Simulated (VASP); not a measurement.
# HgTe (Fm-3m) in VASP: notebook, part 2 of 2

VASP 6.6.1. The steps go on from the part before.

## 4. Single point, PBE

Contents of INCAR:

```
  PREC = Accurate
  ENCUT = 520
  EDIFF = 1E-7
  ISMEAR = -1
  SIGMA = 0.1
  LREAL = False
  LASPH = True
  NELM = 60
  ALGO = Normal
  ISIF = 2
  LWAVE = False
  LCHARG = False
  GGA = PE
  NBANDS = 16
```

Contents of KPOINTS:

```
Automatic mesh
0
Gamma
  6 6 6
```

Contents of POSCAR:

```
HgTe
1.0
    0.0000000000      2.9215000000      2.9215000000
    2.9215000000      0.0000000000      2.9215000000
    2.9215000000      2.9215000000      0.0000000000
Te Hg
1 1
Direct
    0.5000000000      0.5000000000      0.5000000000
    0.0000000000      0.0000000000      0.0000000000
```

Potentials or basis: VASP PAW PBE potentials, release 64 (Te, Hg).

Started as:

```bash
$ cat potpaw_PBE.64/Te/POTCAR potpaw_PBE.64/Hg/POTCAR > POTCAR
$ mpirun -np 1 vasp_std > vasp.out
```

OUTCAR:

```text
PREC = Accurate
   ENCUT = 520
   EDIFF = 1E-7
   ISMEAR = -1
   LREAL = False
   LASPH = True
   NELM = 60
   ISIF = 2
   GGA = PE

 ion  position               nearest neighbor table
   1  0.500  0.500  0.500-   2 2.92   2 2.92   2 2.92   2 2.92   2 2.92   2 2.92
   2  0.000  0.000  0.000-   1 2.92   1 2.92   1 2.92   1 2.92   1 2.92   1 2.92

  LATTYP: Found a face centered cubic cell.
 ALAT       =     5.8430000000

  Lattice vectors:

 A1 = (   0.0000000000,   2.9215000000,   2.9215000000)
 A2 = (   2.9215000000,   0.0000000000,   2.9215000000)
 A3 = (   2.9215000000,   2.9215000000,   0.0000000000)

Analysis of symmetry for initial positions (statically):
=====================================================================
 Subroutine PRICEL returns:
 Original cell was already a primitive cell.

 Routine SETGRP: Setting up the symmetry group for a
 face centered cubic supercell.

 Subroutine GETGRP returns: Found 48 space group operations
 (whereof 48 operations were pure point group operations)
 out of a pool of 48 trial point group operations.

The static configuration has the point symmetry O_h .
[... 148 lines left out ...]

  energy without entropy =       -3.14090301  energy(sigma->0) =       -3.15640636

 E-fermi :   6.0882     XC(G=0): -10.5037

 val. band max:        5.9611080443   @ k =   0.3333   0.0000   0.0000
 cond. band min:       6.1165293368   @ k =  -0.3333   0.1667   0.0000
 fundamental gap:      0.1554212925
 Fermi energy:         6.0882296458

 k-point     1 :       0.0000    0.0000    0.0000
  band No.  band energies     occupation
      1      -7.0897      2.00000
      2      -1.3021      2.00000
      3      -1.3021      2.00000
      4      -1.2382      2.00000
      5      -1.2382      2.00000
      6      -1.2382      2.00000
[... 281 lines left out ...]
      3      -1.3833      2.00000
      4      -1.1466      2.00000
      5      -0.8944      2.00000
      6      -0.1720      2.00000
[... 8 lines left out ...]
     15      17.9546      0.00000
     16      19.2108      0.00000

------------------------ aborting loop because EDIFF is reached ----------------------------------------

  FORCE on cell =-STRESS in cart. coord.  units (eV):
  Direction    XX          YY          ZZ          XY          YZ          ZX
  --------------------------------------------------------------------------------------
  -------------------------------------------------------------------------------------
  Total        3.3266110      3.3266110      3.3266110     -0.0000000     -0.0000000      0.0000000
  in kB      106.8722447    106.8722447    106.8722447     -0.0000000     -0.0000000      0.0000000
  external PRESSURE =     106.8722447 kB  Pullay stress =       0.0000000 kB

 VOLUME and BASIS-vectors are now :
 -----------------------------------------------------------------------------
  energy-cutoff  :      520.00
  volume of cell :       49.87
      direct lattice vectors                 reciprocal lattice vectors
     0.000000000  2.921500000  2.921500000    -0.171144960  0.171144960  0.171144960
     2.921500000  0.000000000  2.921500000     0.171144960 -0.171144960  0.171144960
     2.921500000  2.921500000  0.000000000     0.171144960  0.171144960 -0.171144960

 POSITION                                       TOTAL-FORCE (eV/Angst)
 -----------------------------------------------------------------------------------
      2.92150      2.92150      2.92150         0.000000      0.000000      0.000000
      0.00000      0.00000      0.00000        -0.000000     -0.000000     -0.000000
 -----------------------------------------------------------------------------------
    total drift:                                0.000000     -0.000000     -0.000000

  FREE ENERGIE OF THE ION-ELECTRON SYSTEM (eV)
  ---------------------------------------------------
  free  energy   TOTEN  =        -3.1719097156 eV

  energy  without entropy=       -3.1409030083  energy(sigma->0) =       -3.15640636
```

OSZICAR:

```text
N       E                     dE             d eps       ncg     rms          rms(c)
DAV:   1     0.105893556327E+03    0.10589E+03   -0.85654E+03   528   0.101E+03
DAV:   2    -0.308495266916E+00   -0.10620E+03   -0.99141E+02   584   0.238E+02
DAV:   3    -0.336665190654E+01   -0.30582E+01   -0.30488E+01   640   0.422E+01
DAV:   4    -0.338618484010E+01   -0.19533E-01   -0.19531E-01   656   0.322E+00
DAV:   5    -0.338647697815E+01   -0.29214E-03   -0.29214E-03   672   0.353E-01    0.998E+00
DAV:   6    -0.317952887168E+01    0.20695E+00   -0.41668E-01   640   0.886E+00    0.742E+00
DAV:   7    -0.317283297820E+01    0.66959E-02   -0.80270E-02   576   0.202E+00    0.230E+00
DAV:   8    -0.317192922109E+01    0.90376E-03   -0.88541E-03   592   0.110E+00    0.577E-01
DAV:   9    -0.317189355043E+01    0.35671E-04   -0.49185E-04   640   0.253E-01    0.102E-01
DAV:  10    -0.317190523559E+01   -0.11685E-04   -0.48967E-05   616   0.617E-02    0.377E-02
DAV:  11    -0.317191057756E+01   -0.53420E-05   -0.12084E-05   632   0.279E-02    0.303E-02
DAV:  12    -0.317190973535E+01    0.84221E-06   -0.18637E-06   576   0.121E-02    0.111E-02
DAV:  13    -0.317190971558E+01    0.19772E-07   -0.17524E-07   640   0.243E-03
   1 F= -.31719097E+01 E0= -.31564064E+01  d E =-.310067E-01
```

Run time: 11 s. Hardware: 1 thread of Intel Xeon Platinum 8488C (Sapphire Rapids), shared host; peak memory 0.18 GiB.

Results:

```yaml
Free_energy: -3.1719 eV
Pressure: 10.7 GPa
Band_gap_on_the_k_mesh: zero (band 9 reaches 6.37 eV, above the bottom of band 10 at 3.13 eV)
```

Levels at points of the mesh, in eV from the Fermi level:
| k point | band 6 | band 7 | band 8 | band 9 | band 10 | band 11 | band 12 | band 13 |
| --- | --- | --- | --- | --- | --- | --- | --- | --- |
| (0.00, 0.00, 0.00) | -7.33 | -1.05 | -1.05 | -1.05 | -0.50 | 7.57 | 7.57 | 7.57 |
| (0.50, 0.00, 0.00) | -7.09 | -6.21 | 0.28 | 0.28 | 2.33 | 3.62 | 3.62 | 4.21 |
| (0.50, 0.50, 0.00) | -6.13 | -5.32 | -3.07 | -2.96 | -2.96 | 4.51 | 9.75 | 9.75 |

Caveat: spin-orbit coupling is left out, which moves the levels of the heavy elements.

## 5. Single point, PBE

Contents of INCAR:

```
SYSTEM = HgTe
PREC     = Accurate       ! precision mode
ENCUT    = 520            ! plane-wave cutoff, eV
EDIFF    = 1E-7           ! SCF threshold, eV
ISMEAR   = 1              ! smearing method
SIGMA    = 0.05           ! smearing width, eV
LREAL    = .FALSE.        ! projectors in reciprocal space
LASPH    = .TRUE.         ! aspherical terms in the spheres
NELM     = 100            ! most SCF steps
ALGO     = Normal         ! electronic algorithm
ISIF     = 2              ! what is computed and relaxed
LWAVE    = .FALSE.        ! write WAVECAR
LCHARG   = .FALSE.        ! write CHGCAR
GGA      = PE             ! functional
NBANDS   = 16             ! bands
```

Contents of KPOINTS:

```
regular mesh
0
G
  6 6 6
  0 0 0
```

POSCAR is that of step 4.

Potentials or basis: VASP PAW PBE potentials, release 64 (Te, Hg).

Started as:

```bash
$ cat potpaw_PBE.64/Te/POTCAR potpaw_PBE.64/Hg/POTCAR > POTCAR
$ mpirun -np 1 vasp_std > vasp.out
```

OUTCAR:

```text
SYSTEM = HgTe
   PREC = Accurate
   ENCUT = 520
   EDIFF = 1E-7
   ISMEAR = 1
   LREAL = .FALSE.
   LASPH = .TRUE.
   NELM = 100
   ISIF = 2
   GGA = PE

 ion  position               nearest neighbor table
   1  0.500  0.500  0.500-   2 2.92   2 2.92   2 2.92   2 2.92   2 2.92   2 2.92
   2  0.000  0.000  0.000-   1 2.92   1 2.92   1 2.92   1 2.92   1 2.92   1 2.92

  LATTYP: Found a face centered cubic cell.
 ALAT       =     5.8430000000

  Lattice vectors:

 A1 = (   0.0000000000,   2.9215000000,   2.9215000000)
 A2 = (   2.9215000000,   0.0000000000,   2.9215000000)
 A3 = (   2.9215000000,   2.9215000000,   0.0000000000)

Analysis of symmetry for initial positions (statically):
=====================================================================
 Subroutine PRICEL returns:
 Original cell was already a primitive cell.

 Routine SETGRP: Setting up the symmetry group for a
 face centered cubic supercell.

 Subroutine GETGRP returns: Found 48 space group operations
 (whereof 48 operations were pure point group operations)
 out of a pool of 48 trial point group operations.

The static configuration has the point symmetry O_h .

Analysis of symmetry for dynamics (positions and initial velocities):
=====================================================================
 Subroutine PRICEL returns:
 Original cell was already a primitive cell.

 Routine SETGRP: Setting up the symmetry group for a
 face centered cubic supercell.

 Subroutine GETGRP returns: Found 48 space group operations
 (whereof 48 operations were pure point group operations)
 out of a pool of 48 trial point group operations.

The dynamic configuration has the point symmetry O_h .

 Subroutine INISYM returns: Found 48 space group operations
 (whereof 48 operations are pure point group operations),
 and found     1 'primitive' translations

----------------------------------------------------------------------------------------

[... 102 lines left out ...]
     AMIX     =   0.40;   BMIX     =  1.00
     AMIX_MAG =   1.60;   BMIX_MAG =  1.00
  volume/ion in A,a.u.               =      24.94       168.27
  Fermi-wavevector in a.u.,A,eV,Ry     =   1.165601  2.202666 18.485213  1.358625
  Thomas-Fermi vector in A             =   2.302124
   LORBIT       =      0    0 simple, 1 ext, 2 COOP (PROOUT), +10 PAW based schemes
   GGA     = PE    functional components
   LHFCALC =     F    Hartree Fock is set to
   AEXX    =    0.0000 exact exchange contribution
   IVDW    =     0    specifies the selected vdW correction
   LEPSILON=     F    determine dielectric tensor
   LRPA    =     F    only Hartree local field effects (RPA)
 non-spin polarized calculation
 Methfessel and Paxton  Order N= 1 SIGMA  =   0.05
  energy-cutoff  :      520.00
  volume of cell :       49.87
 maximum number of plane-waves:      1363
   NGX = 15   NGY = 15   NGZ = 15

 number of electron      18.0000001 magnetization

 Free energy of the ion-electron system (eV)
  ---------------------------------------------------
  ext. energy  EPLUGINS =         0.00000000
  ---------------------------------------------------
  free energy    TOTEN  =        -3.15130341 eV

  energy without entropy =       -3.14988434  energy(sigma->0) =       -3.15083038

 E-fermi :   6.1110     XC(G=0): -10.5039

 val. band max:        5.9601987517   @ k =   0.3333   0.0000   0.0000
 cond. band min:       6.1156951323   @ k =  -0.3333   0.1667   0.0000
 fundamental gap:      0.1554963807
 Fermi energy:         6.1109931011

 k-point     1 :       0.0000    0.0000    0.0000
  band No.  band energies     occupation
      1      -7.0907      2.00000
      2      -1.3014      2.00000
      3      -1.3014      2.00000
      4      -1.2373      2.00000
      5      -1.2373      2.00000
      6      -1.2373      2.00000
[... 281 lines left out ...]
      3      -1.3824      2.00000
      4      -1.1458      2.00000
      5      -0.8935      2.00000
      6      -0.1716      2.00000
[... 8 lines left out ...]
     15      17.9542      0.00000
     16      19.2099      0.00000

------------------------ aborting loop because EDIFF is reached ----------------------------------------

  FORCE on cell =-STRESS in cart. coord.  units (eV):
  Direction    XX          YY          ZZ          XY          YZ          ZX
  --------------------------------------------------------------------------------------
  -------------------------------------------------------------------------------------
  Total        3.3098685      3.3098685      3.3098685     -0.0000000     -0.0000000      0.0000000
  in kB      106.3343681    106.3343681    106.3343681     -0.0000000     -0.0000000      0.0000000
  external PRESSURE =     106.3343681 kB  Pullay stress =       0.0000000 kB

 VOLUME and BASIS-vectors are now :
 -----------------------------------------------------------------------------
  energy-cutoff  :      520.00
  volume of cell :       49.87
      direct lattice vectors                 reciprocal lattice vectors
     0.000000000  2.921500000  2.921500000    -0.171144960  0.171144960  0.171144960
     2.921500000  0.000000000  2.921500000     0.171144960 -0.171144960  0.171144960
     2.921500000  2.921500000  0.000000000     0.171144960  0.171144960 -0.171144960

 POSITION                                       TOTAL-FORCE (eV/Angst)
 -----------------------------------------------------------------------------------
      2.92150      2.92150      2.92150         0.000000      0.000000     -0.000000
      0.00000      0.00000      0.00000         0.000000     -0.000000      0.000000
 -----------------------------------------------------------------------------------
    total drift:                                0.000000     -0.000000     -0.000000

  FREE ENERGIE OF THE ION-ELECTRON SYSTEM (eV)
  ---------------------------------------------------
  free  energy   TOTEN  =        -3.1513034056 eV

  energy  without entropy=       -3.1498843360  energy(sigma->0) =       -3.15083038
```

Wall time 11 s (1 thread of Intel Xeon Platinum 8488C (Sapphire Rapids), shared host); peak memory 0.18 GiB.

What came out:

- Free energy: -3.1513 eV
- Pressure: 10.6 GPa
- Band gap on the k mesh: zero (band 9 reaches 6.37 eV, above the bottom of band 10 at 3.13 eV)

Caveat: spin-orbit coupling is left out, which moves the levels of the heavy elements.

## 6. The runs side by side

```tsv
smearing	gap on the mesh (eV)	pressure (GPa)
fermi-dirac 0.1 eV	none	10.7
methfessel-paxton 0.15 eV	none	10.6
methfessel-paxton 0.05 eV	none	10.6
```

Alike in all rows: task single point; level PBE; potentials or basis VASP PAW PBE potentials, release 64 (Te, Hg); no spin polarisation; cell as given; k mesh 6 × 6 × 6; cutoff (eV) 520.

Every run on the cell as given and a fine mesh finds a metal.

Caveats: spin-orbit coupling is left out, which moves the levels of the heavy elements.

Absolute energies hang on the potentials; compare differences alone.
